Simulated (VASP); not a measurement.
The system is HfN.

```
Hf N
1.0
     0.00000    2.45482    2.45482
     2.45482    0.00000    2.45482
     2.45482    2.45482    0.00000
Hf N
1 1
Cartesian
  0.0000 0.0000 0.0000
  1.2274 1.2274 1.2274
```

* Program: VASP 6.6.1
* Task: relaxation of cell and atoms
* Functional: LDA
* Potentials or basis: VASP PAW LDA potentials, release 64 (Hf_pv, N)
* Cutoff: 600 eV
* k mesh: 9 × 9 × 9
* Occupations: fermi-dirac, width 0.05 eV
* Spin: no spin polarisation
* Hubbard terms: Hf d U = 1.0 eV

At the start: pressure -7.2 GPa; volume 14.79 Å³/atom.

Q: How do energy, volume and symmetry change on relaxing?

A: Over 4 steps the energy falls by 12.2 meV/atom and the volume is 14.26 Å³/atom (-3.6 %); space group F-43m (No. 216, to 0.05 Å).

Step by step:
| step | energy change (eV) | largest force (eV/Å) | pressure (GPa) | volume (Å³) |
| --- | --- | --- | --- | --- |
| 1 | 0.0000 | 0.0000 | -7.16 | 29.59 |
| 2 | 0.0486 | 0.0000 | 14.67 | 26.85 |
| 3 | -0.0244 | 0.0000 | -0.14 | 28.55 |
| 4 | -0.0244 | 0.0000 | 0.02 | 28.53 |

Final structure:
```xyz
2
Lattice="0.0000 2.4251 2.4251 2.4251 0.0000 2.4251 2.4251 2.4251 0.0000" Properties=species:S:1:pos:R:3 pbc="T T T"
Hf    4.8503    4.8503    4.8503
N     1.2126    1.2126    1.2126
```

Caveat: U without spin polarisation on a metal has little footing.
